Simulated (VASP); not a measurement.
ZnS (wurtzite type), 4 atoms in the cell. It takes space group P6_3mc (No. 186, hexagonal). The conventional cell has a = 3.258 Å, b = 3.258 Å, c = 5.826 Å, α = 90.00°, β = 90.00°, γ = 120.00°. Zn (site symmetry 3m) has 4 S at 2.04 to 2.07 Å within 2.7 Å. Within 2.7 Å of S (site symmetry 3m) lie 4 Zn at 2.04 to 2.07 Å. 

| Property | Result |
| --- | --- |
| Program | VASP 6.6.1 |
| Task | single point |
| Functional | PBE |
| Potentials or basis | VASP PAW PBE potentials, release 64 (Zn, S) |
| Cutoff | 520 eV |
| k mesh | 11 × 11 × 6 |
| Occupations | fermi-dirac, width 0.08 eV |
| Spin | no spin polarisation |
| Dipole correction | no |
| Further INCAR settings | ALGO = Normal; EDIFF = 1e-07; NBANDS = 26 |

Potentials or basis: VASP PAW PBE potentials, release 64 (Zn, S).

Command:

```bash
$ cat potpaw_PBE.64/Zn/POTCAR potpaw_PBE.64/S/POTCAR > POTCAR
$ mpirun -np 1 vasp_std > vasp.out
```

Hardware: 1 thread of Intel Xeon 6975P-C, with other jobs on the host.

How long does it take, and how much memory?

Run time: 63 s on 1 thread of Intel Xeon 6975P-C, with other jobs on the host, peak memory 0.22 GiB. Counts: scf iterations 16, k points 64.
